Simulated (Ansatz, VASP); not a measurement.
# Two plane-wave programs on Cd

The input INCAR:

```
SYSTEM = Cd
  ALGO = Fast
  EDIFF = 1E-6
  ENCUT = 520
  GGA = PE
  ISIF = 2
  ISMEAR = 0
  LASPH = .TRUE.
  LCHARG = .FALSE.
  LREAL = .FALSE.
  LWAVE = .FALSE.
  NBANDS = 19
  NELM = 100
  PREC = Accurate
  SIGMA = 0.15
```

File KPOINTS:

```
k-points
0
G
  18 18 8
  0 0 0
```

File POSCAR:

```
Cd
1.0
    2.9788725081      0.0000000000      0.0000000000
   -1.4894362540      2.5797792666      0.0000000000
    0.0000000000      0.0000000000      5.6176500000
Cd
2
Direct
    0.4496223523      0.8992447045      0.1431937732
    0.6666666667      0.3333333333      0.7500000000
```

Input for Ansatz:

```yaml
crystal:
  lattice:
    - [2.9788725081, 0.0, 0.0]
    - [-1.489436254, 2.5797792666, 0.0]
    - [0.0, 0.0, 5.61765]
  atoms:
    - { symbol: Cd, position: [0.4496223523, 0.8992447045, 0.1431937732] }
    - { symbol: Cd, position: [0.6666666667, 0.3333333333, 0.75] }
basis:
  ecutwfc: 420
kpoints:
  mp_grid: { grid: [18, 18, 8] }
hamiltonian:
  xc: pbe
scf:
  occupations: { method: gaussian, width: 0.15 }
output:
  forces: true
  stress: true
  eigenvalues: true
```

Alike in both runs: task single point; functional PBE; k mesh 18 × 18 × 8; occupations gaussian, width 0.15 eV; no spin polarisation.

```csv
,VASP,Ansatz
version,VASP 6.6.1,Ansatz 0.2.0
potentials or method,"VASP PAW PBE potentials, release 64 (Cd), cutoff 520 eV","scalar-relativistic, plane waves, PAW"
valence electrons in the cell,24,40
```

|  | VASP | Ansatz | Ansatz less VASP |
| --- | --- | --- | --- |
| gap on the k mesh at the Fermi level (eV) | none | none | - |
| pressure (GPa) | 14.2 | 13.5 | -0.75 |
| traceless stress, the component that is largest in VASP (GPa) | -8.63 | -8.27 | +0.356 |
| rms of the force components (eV/Å) | 1.938 | 1.864 | -0.0740 |

Atom by atom the forces differ by 0.074 eV/Å (rms over components). A gap of «none» marks a metal or a gap that the smearing closes. VASP's potentials hold 24 valence electrons a cell and Ansatz's 40, so a difference there can come from the potentials and not from the codes.
